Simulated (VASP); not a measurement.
# Rh (Fm-3m) in VASP: notebook

Runs on Rh. Level: PBE. Tasks: single point.

All numbers are computed with VASP 6.6.1; they aren't measurements. Logs are shortened: lines on timing, memory, paths and dates and some standing lists are left out, and cuts for length are marked.

### Step 1. The cell of the first run

It takes space group Fm-3m (No. 225, cubic). Conventional cell: a = 3.830 Å, b = 3.830 Å, c = 3.830 Å, α = 90.00°, β = 90.00°, γ = 90.00°. Within 3.6 Å of Rh (site symmetry m-3m) lie 12 Rh at 2.71 Å.

### Step 2. Single point, PBE

INCAR

```
ALGO = Fast
EDIFF = 1E-7
ENCUT = 520
GGA = PE
ISIF = 2
ISMEAR = 0
LASPH = T
LCHARG = F
LREAL = F
LWAVE = F
NBANDS = 14
NELM = 80
PREC = Accurate
SIGMA = 0.1
```

KPOINTS

```
k-points
0
Gamma
  18 18 18
```

POSCAR

```
Rh
1.0
    0.0000000000      1.9149689487      1.9149689487
    1.9149689487      0.0000000000      1.9149689487
    1.9149689487      1.9149689487      0.0000000000
Rh
1
Direct
    0.0000000000      0.0000000000      0.0000000000
```

Potentials or basis: VASP PAW PBE potentials, release 64 (Rh_pv).

Command:

```bash
$ cat potpaw_PBE.64/Rh_pv/POTCAR > POTCAR
$ mpirun -np 1 vasp_std > vasp.out
```

OUTCAR:

```text
EDIFF = 1E-7
   ENCUT = 520
   GGA = PE
   ISIF = 2
   ISMEAR = 0
   LASPH = T
   LREAL = F
   NELM = 80
   PREC = Accurate

 ion  position               nearest neighbor table
   1  0.000  0.000  0.000-

  LATTYP: Found a face centered cubic cell.
 ALAT       =     3.8299378974

  Lattice vectors:

 A1 = (   0.0000000000,   1.9149689487,   1.9149689487)
 A2 = (   1.9149689487,   0.0000000000,   1.9149689487)
 A3 = (   1.9149689487,   1.9149689487,   0.0000000000)

Analysis of symmetry for initial positions (statically):
=====================================================================
 Subroutine PRICEL returns:
 Original cell was already a primitive cell.

 Routine SETGRP: Setting up the symmetry group for a
 face centered cubic supercell.

 Subroutine GETGRP returns: Found 48 space group operations
 (whereof 48 operations were pure point group operations)
 out of a pool of 48 trial point group operations.

The static configuration has the point symmetry O_h .

Analysis of symmetry for dynamics (positions and initial velocities):
=====================================================================
 Subroutine PRICEL returns:
 Original cell was already a primitive cell.

 Routine SETGRP: Setting up the symmetry group for a
 face centered cubic supercell.

 Subroutine GETGRP returns: Found 48 space group operations
 (whereof 48 operations were pure point group operations)
 out of a pool of 48 trial point group operations.

The dynamic configuration has the point symmetry O_h .

 Subroutine INISYM returns: Found 48 space group operations
 (whereof 48 operations are pure point group operations),
 and found     1 'primitive' translations

----------------------------------------------------------------------------------------

                                     Primitive cell

  volume of cell :      14.0448

  direct lattice vectors                    reciprocal lattice vectors
     0.000000000  1.914968949  1.914968949    -0.261100839  0.261100839  0.261100839
     1.914968949  0.000000000  1.914968949     0.261100839 -0.261100839  0.261100839
     1.914968949  1.914968949  0.000000000     0.261100839  0.261100839 -0.261100839

  length of vectors
     2.708175059  2.708175059  2.708175059     0.452239920  0.452239920  0.452239920

  position of ions in fractional coordinates (direct lattice)
     0.000000000  0.000000000  0.000000000

  ion indices of the primitive-cell ions
   primitive index   ion index
                 1           1

----------------------------------------------------------------------------------------

 KPOINTS: k-points

Automatic generation of k-mesh.
 Grid dimensions read from file:
 generate k-points for:   18   18   18

 Generating k-lattice:

  Cartesian coordinates                     Fractional coordinates (reciprocal lattice)
    -0.014505602  0.014505602  0.014505602     0.055555556  0.000000000  0.000000000
     0.014505602 -0.014505602  0.014505602     0.000000000  0.055555556  0.000000000
     0.014505602  0.014505602 -0.014505602     0.000000000  0.000000000  0.055555556

  Length of vectors
     0.025124440  0.025124440  0.025124440

  Shift w.r.t. Gamma in fractional coordinates (k-lattice)
     0.000000000  0.000000000  0.000000000

 Subroutine IBZKPT returns following result:
 ===========================================

 Found    195 irreducible k-points:

 Following reciprocal coordinates:
            Coordinates               Weight
  0.000000  0.000000  0.000000      1.000000
  0.055556  0.000000  0.000000      8.000000
  0.111111  0.000000  0.000000      8.000000
  0.166667  0.000000  0.000000      8.000000
  0.222222  0.000000  0.000000      8.000000
  0.277778  0.000000  0.000000      8.000000
[... 16 lines left out ...]
 -0.277778  0.055556  0.000000     24.000000
 -0.222222  0.055556  0.000000     24.000000
 [... further k-points ...]
   k-points           NKPTS =    195   k-points in BZ     NKDIM =    195   number of bands    NBANDS=     14
   number of dos      NEDOS =    301   number of ions     NIONS =      1
   total plane-waves  NPLWV =   8000
   dimension x,y,z NGX =    20 NGY =   20 NGZ =   20
   dimension x,y,z NGXF=    40 NGYF=   40 NGZF=   40
   ions per type =               1
   NGX,Y,Z   is equivalent  to a cutoff of  12.28, 12.28, 12.28 a.u.
   NGXF,Y,Z  is equivalent  to a cutoff of  24.55, 24.55, 24.55 a.u.
 SYSTEM =  unknown system
   PREC   = accura    normal or accurate (medium, high low for compatibility)
   ISTART =      0    job   : 0-new  1-cont  2-samecut
   ICHARG =      2    charge: 1-file 2-atom 10-const
   ISPIN  =      1    spin polarized calculation?
   LNONCOLLINEAR =      F non collinear calculations
   LSORBIT =      F    spin-orbit coupling
   LASPH  =      T    aspherical Exc in radial PAW
   ENCUT  =  520.0 eV  38.22 Ry    6.18 a.u.   5.04  5.04  5.04*2*pi/ulx,y,z
   NELM   =     80;   NELMIN=  2; NELMDL= -5     # of ELM steps
   EDIFF  = 0.1E-06   stopping-criterion for ELM
   LREAL  =      F    real-space projection
   EDIFFG = 0.1E-05   stopping-criterion for IOM
   NSW    =      0    number of steps for IOM
   IBRION =     -1    ionic relax: 0-MD 1-quasi-New 2-CG
   NFREE  =      0    steps in history (QN), initial steepest desc. (CG)
   ISIF   =      2    stress and relaxation
   ISYM   =      2    0-nonsym 1-usesym 2-fastsym
   POTIM  = 0.5000    time-step for ionic-motion
   TEBEG  =    0.0;   TEEND  =   0.0 temperature during run
   PSTRESS=    0.0 pullay stress
   NELECT =      15.0000    total number of electrons
   NUPDOWN=      -1.0000    fix difference up-down
   EMIN   =  10.00;   EMAX   =-10.00  energy-range for DOS
   EFERMI =   0.00;   METHOD = LEGACY
   ISMEAR =     0;   SIGMA  =   0.10  broadening in eV -4-tet -1-fermi 0-gaus
   EFERMI_NEDOS =   21; number of points for ismear=-14 and -15
   IALGO  =     68    algorithm
   IMIX   =      4    mixing-type and parameters
     AMIX     =   0.40;   BMIX     =  1.00
     AMIX_MAG =   1.60;   BMIX_MAG =  1.00
  volume/ion in A,a.u.               =      14.04        94.78
  Fermi-wavevector in a.u.,A,eV,Ry     =   1.673402  3.162271 38.100026  2.800273
  Thomas-Fermi vector in A             =   2.758379
   LORBIT       =      0    0 simple, 1 ext, 2 COOP (PROOUT), +10 PAW based schemes
   GGA     = PE    functional components
   LHFCALC =     F    Hartree Fock is set to
   AEXX    =    0.0000 exact exchange contribution
   IVDW    =     0    specifies the selected vdW correction
   LEPSILON=     F    determine dielectric tensor
   LRPA    =     F    only Hartree local field effects (RPA)
 non-spin polarized calculation
 RMM-DIIS sequential band-by-band and
 Gauss-broadening in eV      SIGMA  =   0.10
  energy-cutoff  :      520.00
  volume of cell :       14.04
 maximum number of plane-waves:       388
   NGX =  9   NGY =  9   NGZ =  9

 number of electron      15.0000003 magnetization

 Free energy of the ion-electron system (eV)
  ---------------------------------------------------
  ext. energy  EPLUGINS =         0.00000000
  ---------------------------------------------------
  free energy    TOTEN  =        -7.26168646 eV

  energy without entropy =       -7.25452250  energy(sigma->0) =       -7.25810448

 E-fermi :  11.5187     XC(G=0): -13.8954

 val. band max:       11.5185141176   @ k =   0.5000   0.3889   0.0556
 cond. band min:      11.5266273163   @ k =  -0.4444   0.3333   0.1667
 fundamental gap:      0.0081131987
 Fermi energy:        11.5186927705

 k-point     1 :       0.0000    0.0000    0.0000
  band No.  band energies     occupation
      1     -34.8322      2.00000
      2     -34.8322      2.00000
      3     -34.8322      2.00000
      4       3.7144      2.00000
      5       8.5360      2.00000
      6       8.5360      2.00000
      7       8.5360      2.00000
      8      10.5514      2.00000
      9      10.5514      2.00000
     10      27.5263      0.00000
     11      32.0992      0.00000
     12      32.8660      0.00000
     13      32.8660      0.00000
     14      32.8660      0.00000

 k-point     2 :       0.0556    0.0000    0.0000
  band No.  band energies     occupation
      1     -34.8534      2.00000
      2     -34.8351      2.00000
      3     -34.8351      2.00000
      4       3.8366      2.00000
      5       8.4825      2.00000
      6       8.5834      2.00000
      7       8.5834      2.00000
      8      10.5250      2.00000
      9      10.5250      2.00000
     10      27.6998      0.00000
     11      32.0896      0.00000
     12      32.1743      0.00000
     13      33.0412      0.00000
     14      33.0412      0.00000

 k-point     3 :       0.1111    0.0000    0.0000
  band No.  band energies     occupation
      1     -34.9141      2.00000
      2     -34.8433      2.00000
      3     -34.8433      2.00000
      4       4.1876      2.00000
      5       8.3486      2.00000
      6       8.7073      2.00000
      7       8.7073      2.00000
      8      10.4684      2.00000
      9      10.4684      2.00000
     10      28.1599      0.00000
     11      30.7116      0.00000
     12      32.0995      0.00000
     13      33.5488      0.00000
     14      33.5488      0.00000

 k-point     4 :       0.1667    0.0000    0.0000
  band No.  band energies     occupation
      1     -35.0064      2.00000
      2     -34.8560      2.00000
      3     -34.8560      2.00000
      4       4.7101      2.00000
      5       8.2179      2.00000
      6       8.8460      2.00000
      7       8.8460      2.00000
      8      10.4527      2.00000
      9      10.4527      2.00000
     10      28.6254      0.00000
     11      29.1738      0.00000
     12      32.0992      0.00000
     13      34.3324      0.00000
     14      34.3324      0.00000

 k-point     5 :       0.2222    0.0000    0.0000
  band No.  band energies     occupation
      1     -35.1184      2.00000
      2     -34.8714      2.00000
      3     -34.8714      2.00000
      4       5.2669      2.00000
      5       8.2537      2.00000
      6       8.9042      2.00000
      7       8.9042      2.00000
      8      10.5793      2.00000
      9      10.5793      2.00000
     10      27.3252      0.00000
     11      29.0853      0.00000
[... 276 lines left out ...]
 k-point    22 :      -0.3333    0.0556    0.0000
  band No.  band energies     occupation
      1     -35.3747      2.00000
      2     -34.9300      2.00000
      3     -34.9029      2.00000
      4       5.8083      2.00000
      5       8.6227      2.00000
      6       8.7256      2.00000
      7       9.6618      2.00000
      8      11.1804      2.00000
      9      11.9877      0.00000
     10      23.1849      0.00000
     11      28.0591      0.00000
     12      32.0983      0.00000
     13      33.0645      0.00000
     14      35.0499      0.00000

 k-point    23 :      -0.2778    0.0556    0.0000
  band No.  band energies     occupation
      1     -35.2735      2.00000
      2     -34.9162      2.00000
      3     -34.8866      2.00000
      4       5.7911      2.00000
      5       8.6652      2.00000
      6       8.8656      2.00000
      7       8.8762      2.00000
      8      10.7293      2.00000
      9      11.4629      1.57015
     10      25.0376      0.00000
     11      28.6982      0.00000
     12      32.0983      0.00000
     13      33.8736      0.00000
     14      36.4351      0.00000

 k-point    24 :      -0.2222    0.0556    0.0000
  band No.  band energies     occupation
      1     -35.1600      2.00000
      2     -34.8993      2.00000
      3     -34.8698      2.00000
      4       5.5236      2.00000
      5       8.2026      2.00000
      6       8.9155      2.00000
      7       8.9665      2.00000
      8      10.3696      2.00000
      9      11.0267      2.00000
     10      26.8252      0.00000
     11      29.1365      0.00000
     12      32.0985      0.00000
     13      34.1716      0.00000
     14      36.0368      0.00000

 [... further k-points ...]
[... 5 lines left out ...]
  --------------------------------------------------------------------------------------
  -------------------------------------------------------------------------------------
  Total        0.0042996      0.0042996      0.0042996      0.0000000     -0.0000000      0.0000000
  in kB        0.4904881      0.4904881      0.4904881      0.0000000     -0.0000000      0.0000000
  external PRESSURE =       0.4904881 kB  Pullay stress =       0.0000000 kB

 VOLUME and BASIS-vectors are now :
 -----------------------------------------------------------------------------
  energy-cutoff  :      520.00
  volume of cell :       14.04
      direct lattice vectors                 reciprocal lattice vectors
     0.000000000  1.914968949  1.914968949    -0.261100839  0.261100839  0.261100839
     1.914968949  0.000000000  1.914968949     0.261100839 -0.261100839  0.261100839
     1.914968949  1.914968949  0.000000000     0.261100839  0.261100839 -0.261100839

 POSITION                                       TOTAL-FORCE (eV/Angst)
 -----------------------------------------------------------------------------------
      0.00000      0.00000      0.00000         0.000000      0.000000      0.000000
 -----------------------------------------------------------------------------------
    total drift:                                0.000000      0.000000      0.000000

  FREE ENERGIE OF THE ION-ELECTRON SYSTEM (eV)
  ---------------------------------------------------
  free  energy   TOTEN  =        -7.2616864603 eV

  energy  without entropy=       -7.2545224979  energy(sigma->0) =       -7.25810448
```

Run time: 31 s. Hardware: 1 thread of Intel Xeon Platinum 8259CL at 2.50GHz (Skylake/Cascade Lake), shared host; peak memory 0.15 GiB.

Results:

```
Free energy : -7.2617 eV
Pressure    : 0.0 GPa
```

Levels at points of the mesh, in eV from the Fermi level:
```
           k point  band 4  band 5  band 6  band 7  band 8  band 9  band 10  band 11
(0.00, 0.00, 0.00)   -7.80   -2.98   -2.98   -2.98   -0.97   -0.97    16.01    20.58
(0.50, 0.00, 0.00)   -5.95   -3.06   -3.06    0.54    0.54    0.76     8.42    15.50
(0.50, 0.50, 0.00)   -6.12   -5.76    0.51    0.94    0.94    3.24    12.00    13.20
```

### Step 3. Single point, PBE (equal strain along all axes, cell held: +2.0 %)

INCAR

```
SYSTEM = Rh
PREC = Accurate
ENCUT = 520
EDIFF = 1E-7
ISMEAR = 0
SIGMA = 0.1
LREAL = .False.
LASPH = .True.
NELM = 80
ALGO = Fast
ISIF = 2
LWAVE = .False.
LCHARG = .False.
GGA = PE
NBANDS = 22
```

KPOINTS

```
Automatic mesh
0
Gamma
  20 20 14
  0 0 0
```

POSCAR

```
Rh
1.0
    1.9532683273      1.9532683273      0.0000000000
   -1.9532683273      1.9532683273      0.0000000000
    0.0000000000      0.0000000000      3.9065366546
Rh
2
Direct
    0.0000000000      0.0000000000      0.0000000000
    0.5000000000      0.5000000000      0.5000000000
```

Potentials or basis: VASP PAW PBE potentials, release 64 (Rh_pv).

Command:

```bash
$ cat potpaw_PBE.64/Rh_pv/POTCAR > POTCAR
$ mpirun -np 1 vasp_std > vasp.out
```

It took 5.9 min on 1 thread of Intel Xeon 8259CL, shared host; peak memory 0.36 GiB.

The run converged. Its results:

- Free energy: -14.4509 eV
- Pressure: -13.0 GPa
- Band gap on the k mesh: zero (band 15 reaches 11.33 eV, above the bottom of band 16 at 9.20 eV)

Levels at points of the mesh, in eV from the Fermi level:
```tsv
k point	band 11	band 12	band 13	band 14	band 15	band 16	band 17	band 18	band 19	band 20
(0.00, 0.00, 0.00)	-2.71	-2.71	-0.88	-0.88	0.46	0.85	0.85	3.18	11.29	12.85
(0.50, 0.00, 0.00)	-3.05	-3.05	-1.65	-1.65	-0.96	-0.96	2.77	2.77	12.63	12.63
(0.50, 0.50, 0.00)	0.46	0.46	0.85	0.85	0.85	0.85	3.18	3.18	11.29	11.29
(0.00, 0.00, 0.50)	-1.70	-1.70	-1.28	-1.28	-1.28	-1.28	-0.24	-0.24	17.86	17.86
(0.50, 0.00, 0.50)	-2.77	-2.77	0.49	0.49	0.49	0.49	0.84	0.84	7.85	7.85
(0.50, 0.50, 0.50)	-3.36	-3.36	-1.04	-1.04	0.86	0.86	9.06	9.06	9.06	9.06
```

Caveat: the cell differs from its parent crystal (equal strain along all axes, cell held: +2.0 %).
